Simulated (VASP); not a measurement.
A run of VASP 6.6.1:

INCAR

```
SYSTEM = V
AGGAC    = 1.0          
AGGAX    = 1.0          
ALDAC    = 0.0          
ALDAX    = 1.0          
ALGO     = Normal         ! electronic algorithm
EDIFF    = 1E-7           ! SCF threshold, eV
ENCUT    = 520            ! plane-wave cutoff, eV
GGA      = B5             ! functional
ISIF     = 2              ! what is computed and relaxed
ISMEAR   = -1             ! smearing method
LASPH    = .TRUE.         ! aspherical terms in the spheres
LCHARG   = .TRUE.         ! write CHGCAR
LELF     = .TRUE.         ! ELF
LREAL    = .FALSE.        ! projectors in reciprocal space
LVHAR    = .TRUE.       
LWAVE    = .FALSE.        ! write WAVECAR
NBANDS   = 20             ! bands
NELM     = 100            ! most SCF steps
PREC     = Accurate       ! precision mode
SIGMA    = 0.1            ! smearing width, eV
```

KPOINTS

```
k-points
0
G
  10 10 10
  0 0 0
```

Contents of POSCAR:

```
V
1.0
    0.0000000000      2.7054774497      2.7054774497
    2.7054774497      0.0000000000      2.7054774497
    2.7054774497      2.7054774497      0.0000000000
V
2
Direct
    0.1250000000      0.1250000000      0.1250000000
    0.8750000000      0.8750000000      0.8750000000
```

Potentials or basis: VASP PAW PBE potentials, release 64 (V_sv).

Run with:

```bash
$ cat potpaw_PBE.64/V_sv/POTCAR > POTCAR
$ mpirun -np 1 vasp_std > vasp.out
```

Hardware: 1 thread of Intel Xeon 8259CL (shared host).

Task: How long does it take, and how much memory?

Result: It took 58 s on 1 thread of Intel Xeon 8259CL (shared host), peak memory 0.17 GiB. Counts: scf iterations 13, k points 47.
